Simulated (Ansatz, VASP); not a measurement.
**Sn: VASP beside Ansatz**

POSCAR

```
Sn
1.0
   -1.6912936206      1.7393011766      2.2906073406
    1.6912936206     -1.7393011766      2.2906073406
    1.6912936206      1.7393011766     -2.2906073406
Sn
1
Direct
    0.0000000000      0.0000000000      0.0000000000
```

INCAR.step1

```
  ALGO = Normal
  EDIFF = 1E-5
  ENCUT = 520
  GGA = PE
  ISIF = 2
  ISMEAR = -1
  LASPH = T
  LCHARG = F
  LREAL = F
  LWAVE = T
  NBANDS = 13
  NELM = 60
  PREC = Accurate
  SIGMA = 0.05
```

INCAR.step2

```
  AEXX = 0.25
  ALGO = Normal
  EDIFF = 1E-6
  ENCUT = 520
  GGA = PE
  ISIF = 2
  ISMEAR = -1
  ISTART = 1
  LASPH = T
  LCHARG = F
  LHFCALC = T
  LREAL = F
  LWAVE = F
  NBANDS = 13
  NELM = 60
  PREC = Accurate
  PRECFOCK = Normal
  SIGMA = 0.05
```

The input KPOINTS:

```
k-points
0
Gamma
  6 6 6
```

Contents of input.yaml:

```yaml
crystal:
  lattice:
    - [-1.6912936206, 1.7393011766, 2.2906073406]
    - [1.6912936206, -1.7393011766, 2.2906073406]
    - [1.6912936206, 1.7393011766, -2.2906073406]
  atoms:
    - { symbol: Sn, position: [0.0, 0.0, 0.0] }
hamiltonian:
  xc: pbe0
  pseudopotentials: { kind: paw }
kpoints:
  mp_grid: { grid: [6, 6, 6] }
scf:
  occupations: { method: fermi_dirac, width: 0.05 }
output:
  forces: true
  stress: true
  eigenvalues: true
```

Alike in both runs: task single point; functional PBE0; k mesh 6 × 6 × 6; occupations fermi-dirac, width 0.05 eV; no spin polarisation.

```csv
,VASP,Ansatz
version,VASP 6.6.1,Ansatz 0.2.0
potentials or method,"VASP PAW PBE potentials, release 64 (Sn_d)",Ansatz PAW
plane-wave cutoff (eV),520,420
valence electrons in the cell,14,14
```

```csv
,VASP,Ansatz,Ansatz less VASP
gap on the k mesh at the Fermi level (eV),none,none,-
pressure (GPa),1.3,1.5,+0.16
"traceless stress, the component that is largest in VASP (GPa)",6.55,6.60,+0.051
```

A gap of «none» marks a metal or a gap that the smearing closes. With one functional, cell and mesh, what is left measures potentials, basis and numerics.

The k mesh is coarse, so the values compare programs but aren't converged.
